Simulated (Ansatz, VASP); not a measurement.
**One calculation of SiC, two programs**

INCAR

```
  ALGO = Normal
  EDIFF = 1E-6
  ENCUT = 520
  GGA = PE
  ISIF = 2
  ISMEAR = -1
  LASPH = True
  LCHARG = False
  LREAL = False
  LWAVE = False
  NBANDS = 16
  NELM = 100
  PREC = Accurate
  SIGMA = 0.02
```

The input KPOINTS:

```
k-points
0
Gamma
  12 12 6
```

File POSCAR:

```
SiC
1.0
    3.0753564098      0.0000000000      0.0000000000
   -1.5376782049      2.6633367766      0.0000000000
    0.0000000000      0.0000000000      5.0481087265
Si C
2 2
Direct
    0.3333333333      0.6666666667      0.4995917736
    0.6666666667      0.3333333333      0.9995917736
    0.3333333333      0.6666666667      0.8754082264
    0.6666666667      0.3333333333      0.3754082264
```

Input for Ansatz:

```yaml
crystal:
  lattice:
    - [3.0753564098, 0.0, 0.0]
    - [-1.5376782049, 2.6633367766, 0.0]
    - [0.0, 0.0, 5.0481087265]
  atoms:
    - { symbol: Si, position: [0.3333333333, 0.6666666667, 0.4995917736] }
    - { symbol: Si, position: [0.6666666667, 0.3333333333, 0.9995917736] }
    - { symbol: C, position: [0.3333333333, 0.6666666667, 0.8754082264] }
    - { symbol: C, position: [0.6666666667, 0.3333333333, 0.3754082264] }
kpoints:
  mp_grid: { grid: [12, 12, 6] }
  band_path:
    path:
      - [[0.0, 0.0, 0.0], [0.5, -7.117281712701e-18, 1.12709480142e-33], [0.3333333333333, 0.3333333333333, 5.578459192461e-34], [0.0, 0.0, 0.0], [-1.423831202013e-50, -8.802093548795e-51, 0.5], [0.5, -7.117281712701e-18, 0.5], [0.3333333333333, 0.3333333333333, 0.5], [-1.423831202013e-50, -8.802093548795e-51, 0.5]]
      - [[0.5, -7.117281712701e-18, 0.5], [0.5, -7.117281712701e-18, 1.12709480142e-33]]
      - [[0.3333333333333, 0.3333333333333, 0.5], [0.3333333333333, 0.3333333333333, 5.578459192461e-34]]
    npoints: 10
hamiltonian:
  xc: pbe
scf:
  occupations: { method: fermi_dirac, width: 0.02 }
  n_extra_bands: 5
output:
  forces: true
  stress: true
  eigenvalues: true
```

Alike in both runs: task single point; functional PBE; k mesh 12 × 12 × 6; occupations fermi-dirac, width 0.02 eV; no spin polarisation.

|  | VASP | Ansatz |
| --- | --- | --- |
| version | VASP 6.6.1 | Ansatz 0.2.0 |
| potentials or method | VASP PAW PBE potentials, release 64 (Si, C) | plane waves, PAW |
| plane-wave cutoff (eV) | 520 | 420 |
| valence electrons in the cell | 16 | 16 |

Ansatz gave:

| Quantity | Value |
| --- | --- |
| gap on the k mesh at the Fermi level (eV) | 2.28 |
| pressure (GPa) | 3.5 |
| traceless stress, the component that is largest in VASP (GPa) | -0.13 |

Q: What did VASP give for the same quantities?

A: gap on the k mesh at the Fermi level (eV): 2.27; pressure (GPa): 3.5; traceless stress, the component that is largest in VASP (GPa): -0.12.
